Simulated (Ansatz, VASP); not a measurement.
## SnO2: VASP beside Ansatz

```
Sn O
1.0
     4.67811    0.00000    0.00000
     0.00000    4.67773    0.00000
     0.00000    0.00000    3.17714
Sn O
2 4
Direct
  0.50000 0.50000 0.50000
  0.00000 0.00000 0.00000
  0.30583 0.30568 0.00000
  0.80583 0.19432 0.50000
  0.19417 0.80568 0.50000
  0.69417 0.69432 0.00000
```

Alike in both runs: task single point; functional LDA; k mesh 6 × 6 × 8; occupations gaussian, width 0.02 eV; no spin polarisation.

|  | VASP | Ansatz |
| --- | --- | --- |
| version | VASP 6.6.1 | Ansatz 0.2.0 |
| potentials or method | VASP PAW LDA potentials, release 64 (Sn_d, O), cutoff 520 eV | scalar-relativistic, plane waves, PAW |
| valence electrons in the cell | 52 | 52 |

```tsv
	VASP	Ansatz	Ansatz less VASP
gap on the k mesh at the Fermi level (eV)	1.45	1.42	-0.036
least direct gap on the mesh (eV)	1.45	1.42	-0.036
pressure (GPa)	6.2	5.0	-1.18
traceless stress, the component that is largest in VASP (GPa)	0.31	0.00	-0.305
rms of the force components (eV/Å)	0.009	0.000	-0.0091
```

LDA's correlation is that of Perdew and Zunger in VASP and of Perdew and Wang (1992) in Ansatz. Atom by atom the forces differ by 0.009 eV/Å (rms over components).
